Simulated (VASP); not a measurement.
# CO2 in VASP: single point with HF

Aim: the single point of CO2 with HF.

Program: VASP 6.6.1. These are calculated values, not measurements. Logs are shortened: lines on timing, memory, paths and dates and some standing lists are left out, and cuts for length are marked.

## 1. The cell of the first run

The cell holds a molecule in a box, 3 atoms: a = 12.000 Å, b = 12.000 Å, c = 12.000 Å, α = 90.00°, β = 90.00°, γ = 90.00°.

## 2. Single point, HF

Input file POSCAR:

```
CO2
1.0
   12.0000000000      0.0000000000      0.0000000000
    0.0000000000     12.0000000000      0.0000000000
    0.0000000000      0.0000000000     12.0000000000
C O
1 2
Direct
    0.5000000000      0.5000000000      0.5000000000
    0.5000000000      0.5000000000      0.5966666667
    0.5000000000      0.5000000000      0.4033333333
```

Input file INCAR.step1:

```
PREC = Accurate ; ENCUT = 910
EDIFF = 1E-5 ; ISMEAR = 0
SIGMA = 0.01 ; LREAL = F
LASPH = T ; NELM = 120
ALGO = Normal ; ISIF = 2
LWAVE = T ; LCHARG = F
NBANDS = 15 ; GGA = PE
GGA_COMPAT = F ; NELMDL = -8
```

Input file INCAR.step2:

```
PREC = Accurate ; ENCUT = 910
EDIFF = 1E-6 ; ISMEAR = 0
SIGMA = 0.01 ; LREAL = F
LASPH = T ; NELM = 120
ALGO = Normal ; ISIF = 2
LWAVE = F ; LCHARG = F
GGA = PE ; LHFCALC = T
AEXX = 1.0 ; ALDAC = 0.0
AGGAC = 0.0 ; PRECFOCK = Normal
NBANDS = 15 ; ISTART = 1
GGA_COMPAT = F
```

Input file KPOINTS:

```
Automatic mesh
0
Gamma
  1 1 1
```

Potentials or basis: VASP PAW PBE potentials, release 64 (C_h, O_h).

Started as:

```
> cat potpaw_PBE.64/C_h/POTCAR potpaw_PBE.64/O_h/POTCAR > POTCAR
> cp INCAR.step1 INCAR
> mpirun -np 1 vasp_gam > vasp.out
> cp INCAR.step2 INCAR
> mpirun -np 1 vasp_gam > vasp.out
```

OUTCAR:

```text
PREC = Accurate
   ENCUT = 910
   EDIFF = 1E-6
   ISMEAR = 0
   LREAL = F
   LASPH = T
   NELM = 120
   ISIF = 2
   GGA = PE
   LHFCALC = T
   AEXX = 1.0
   PRECFOCK = Normal
   ISTART = 1

 ion  position               nearest neighbor table
   1  0.500  0.500  0.500-   2 1.16   3 1.16
   2  0.500  0.500  0.597-   1 1.16
   3  0.500  0.500  0.403-   1 1.16

  LATTYP: Found a simple cubic cell.
 ALAT       =    12.0000000000

  Lattice vectors:

 A1 = (  12.0000000000,   0.0000000000,   0.0000000000)
 A2 = (   0.0000000000,  12.0000000000,   0.0000000000)
 A3 = (   0.0000000000,   0.0000000000,  12.0000000000)

Analysis of symmetry for initial positions (statically):
=====================================================================
 Subroutine PRICEL returns:
 Original cell was already a primitive cell.

 Routine SETGRP: Setting up the symmetry group for a
 simple cubic supercell.

 Subroutine GETGRP returns: Found 16 space group operations
 (whereof 16 operations were pure point group operations)
 out of a pool of 48 trial point group operations.

The static configuration has the point symmetry D_4h.

Analysis of symmetry for dynamics (positions and initial velocities):
=====================================================================
 Subroutine PRICEL returns:
 Original cell was already a primitive cell.

 Routine SETGRP: Setting up the symmetry group for a
 simple cubic supercell.

 Subroutine GETGRP returns: Found 16 space group operations
 (whereof 16 operations were pure point group operations)
 out of a pool of 48 trial point group operations.

The dynamic configuration has the point symmetry D_4h.

 Subroutine INISYM returns: Found 16 space group operations
 (whereof 16 operations are pure point group operations),
 and found     1 'primitive' translations

----------------------------------------------------------------------------------------

                                     Primitive cell

  volume of cell :    1728.0000

  direct lattice vectors                    reciprocal lattice vectors
    12.000000000  0.000000000  0.000000000     0.083333333  0.000000000  0.000000000
     0.000000000 12.000000000  0.000000000     0.000000000  0.083333333  0.000000000
     0.000000000  0.000000000 12.000000000     0.000000000  0.000000000  0.083333333

  length of vectors
    12.000000000 12.000000000 12.000000000     0.083333333  0.083333333  0.083333333

  position of ions in fractional coordinates (direct lattice)
     0.500000000  0.500000000  0.500000000
     0.500000000  0.500000000  0.596666667
     0.500000000  0.500000000  0.403333333

  ion indices of the primitive-cell ions
   primitive index   ion index
                 1           1
                 2           2
                 3           3

----------------------------------------------------------------------------------------

 KPOINTS: Automatic mesh

Automatic generation of k-mesh.
 Grid dimensions read from file:
 generate k-points for:    1    1    1

 Generating k-lattice:

  Cartesian coordinates                     Fractional coordinates (reciprocal lattice)
     0.083333333  0.000000000  0.000000000     1.000000000  0.000000000  0.000000000
     0.000000000  0.083333333  0.000000000     0.000000000  1.000000000  0.000000000
     0.000000000  0.000000000  0.083333333     0.000000000  0.000000000  1.000000000

  Length of vectors
     0.083333333  0.083333333  0.083333333

  Shift w.r.t. Gamma in fractional coordinates (k-lattice)
     0.000000000  0.000000000  0.000000000

 Subroutine IBZKPT returns following result:
 ===========================================

 Found      1 irreducible k-points:

 Following reciprocal coordinates:
            Coordinates               Weight
  0.000000  0.000000  0.000000      1.000000
   k-points           NKPTS =      1   k-points in BZ     NKDIM =      1   number of bands    NBANDS=     15
   number of dos      NEDOS =    301   number of ions     NIONS =      3
   total plane-waves  NPLWV = ******
   dimension x,y,z NGX =   120 NGY =  120 NGZ =  120
   dimension x,y,z NGXF=   240 NGYF=  240 NGZF=  240
   ions per type =               1   2
   NGX,Y,Z   is equivalent  to a cutoff of  16.62, 16.62, 16.62 a.u.
   NGXF,Y,Z  is equivalent  to a cutoff of  33.25, 33.25, 33.25 a.u.
 SYSTEM =  unknown system
   PREC   = accura    normal or accurate (medium, high low for compatibility)
   ISTART =      1    job   : 0-new  1-cont  2-samecut
   ICHARG =      0    charge: 1-file 2-atom 10-const
   ISPIN  =      1    spin polarized calculation?
   LNONCOLLINEAR =      F non collinear calculations
   LSORBIT =      F    spin-orbit coupling
   LASPH  =      T    aspherical Exc in radial PAW
   ENCUT  =  910.0 eV  66.88 Ry    8.18 a.u.  29.52 29.52 29.52*2*pi/ulx,y,z
   NELM   =    120;   NELMIN=  2; NELMDL=  0     # of ELM steps
   EDIFF  = 0.1E-05   stopping-criterion for ELM
   LREAL  =      F    real-space projection
   EDIFFG = 0.1E-04   stopping-criterion for IOM
   NSW    =      0    number of steps for IOM
   IBRION =     -1    ionic relax: 0-MD 1-quasi-New 2-CG
   NFREE  =      0    steps in history (QN), initial steepest desc. (CG)
   ISIF   =      2    stress and relaxation
   ISYM   =      3    0-nonsym 1-usesym 2-fastsym
   POTIM  = 0.5000    time-step for ionic-motion
   TEBEG  =    0.0;   TEEND  =   0.0 temperature during run
   PSTRESS=    0.0 pullay stress
   NELECT =      16.0000    total number of electrons
   NUPDOWN=      -1.0000    fix difference up-down
   EMIN   =  10.00;   EMAX   =-10.00  energy-range for DOS
   EFERMI =   0.00;   METHOD = LEGACY
   ISMEAR =     0;   SIGMA  =   0.01  broadening in eV -4-tet -1-fermi 0-gaus
   EFERMI_NEDOS =   21; number of points for ismear=-14 and -15
   IALGO  =     38    algorithm
   IMIX   =      1    mixing-type and parameters
     AMIX     =   0.40;   BMIX     =  1.00
     AMIX_MAG =   1.60;   BMIX_MAG =  1.00
  volume/ion in A,a.u.               =     576.00      3887.04
  Fermi-wavevector in a.u.,A,eV,Ry     =   0.343769  0.649630  1.607899  0.118177
  Thomas-Fermi vector in A             =   1.250223
   LORBIT       =      0    0 simple, 1 ext, 2 COOP (PROOUT), +10 PAW based schemes
   GGA     = PE    functional components
   LHFCALC =     T    Hartree Fock is set to
   PRECFOCK=normal    Normal, Fast or Accurate (Low or Medium for compatibility)
   ENCUT4O =  -1.0   cutoff for four orbital integrals eV
   NKREDX  =     1    reduce k-point grid by
   NKREDY  =     1    reduce k-point grid by
   NKREDZ  =     1    reduce k-point grid by
   AEXX    =    1.0000 exact exchange contribution
   HFSCREEN=    0.0000 screening length (either q_TF or 0.3 A-1)
   HFSCREENC=   0.0000 screening length for correlation (either q_TF or 0.3 A-1)
   ENCUTFOCK=  -1.0 apply spherical cutoff to Coloumb kernel
   IVDW    =     0    specifies the selected vdW correction
   LEPSILON=     F    determine dielectric tensor
   LRPA    =     F    only Hartree local field effects (RPA)
 non-spin polarized calculation
 Gauss-broadening in eV      SIGMA  =   0.01
  energy-cutoff  :      910.00
  volume of cell :     1728.00
 maximum number of plane-waves:     53892
 NGX is ok and might be reduce to   120
  NGX = 90; NGY = 90; NGZ = 90

 number of electron      16.0000005 magnetization

 Free energy of the ion-electron system (eV)
  ---------------------------------------------------
  ext. energy  EPLUGINS =         0.00000000
  ---------------------------------------------------
  free energy    TOTEN  =       -49.68909170 eV

  energy without entropy =      -49.68909170  energy(sigma->0) =      -49.68909170

 E-fermi : -14.5791     XC(G=0):   0.0000

 val. band max:      -14.7127105424   @ k =   0.0000   0.0000   0.0000
 cond. band min:       0.1704614274   @ k =   0.0000   0.0000   0.0000
 fundamental gap:     14.8831719698
 Fermi energy:       -14.5791312463

 k-point     1 :       0.0000    0.0000    0.0000
  band No.  band energies     occupation
      1     -41.5773      2.00000
      2     -40.1258      2.00000
      3     -21.6406      2.00000
      4     -20.0752      2.00000
      5     -19.3544      2.00000
      6     -19.3544      2.00000
      7     -14.7127      2.00000
      8     -14.7127      2.00000
      9       0.1705      0.00000
     10       1.1741      0.00000
     11       1.1875      0.00000
     12       1.2061      0.00000
     13       1.2061      0.00000
     14       1.2467      0.00000
     15       1.3280      0.00000

------------------------ aborting loop because EDIFF is reached ----------------------------------------

  FORCE on cell =-STRESS in cart. coord.  units (eV):
  Direction    XX          YY          ZZ          XY          YZ          ZX
  --------------------------------------------------------------------------------------
  -------------------------------------------------------------------------------------
  Total       -0.1790966     -0.1790966     -7.2477887      0.0000000      0.0000000      0.0000000
  in kB       -0.1660558     -0.1660558     -6.7200479      0.0000000      0.0000000      0.0000000
  external PRESSURE =      -2.3507199 kB  Pullay stress =       0.0000000 kB

 VOLUME and BASIS-vectors are now :
 -----------------------------------------------------------------------------
  energy-cutoff  :      910.00
  volume of cell :     1728.00
      direct lattice vectors                 reciprocal lattice vectors
    12.000000000  0.000000000  0.000000000     0.083333333  0.000000000  0.000000000
     0.000000000 12.000000000  0.000000000     0.000000000  0.083333333  0.000000000
     0.000000000  0.000000000 12.000000000     0.000000000  0.000000000  0.083333333

 POSITION                                       TOTAL-FORCE (eV/Angst)
 -----------------------------------------------------------------------------------
      6.00000      6.00000      6.00000        -0.000000     -0.000000      0.000000
      6.00000      6.00000      7.16000        -0.000000     -0.000000     -3.013857
      6.00000      6.00000      4.84000         0.000000      0.000000      3.013857
 -----------------------------------------------------------------------------------
    total drift:                               -0.000006     -0.000001      0.000000

  FREE ENERGIE OF THE ION-ELECTRON SYSTEM (eV)
  ---------------------------------------------------
  free  energy   TOTEN  =       -49.6890917028 eV

  energy  without entropy=      -49.6890917028  energy(sigma->0) =      -49.68909170
```

Run time: 12 min. Hardware: 1 thread of AMD EPYC 7R43 (Zen 3), shared host; peak memory 2.4 GiB.

Results:

* Free energy: -49.6891 eV
* Largest force: 3.014 eV/Å
* Gap between the frontier levels: 14.88 eV

Forces in eV/Å, atoms in the order of the input:
```
C    0.000  0.000  0.000
O    0.000  0.000 -3.014
O    0.000  0.000  3.014
```

Levels at points of the mesh, in eV from the valence-band top:
```csv
k point,band 6,band 7,band 8,band 9,band 10,band 11
"(0.00, 0.00, 0.00)",-4.64,0.00,0.00,14.88,15.89,15.90
```

Caveat: the cutoff is under 1.25 times the usual one of these potentials, so pressure, stress and relaxed cells hold a basis-set (Pulay) error; the PAW data sets were made with another functional, which shifts forces and pressure a little.
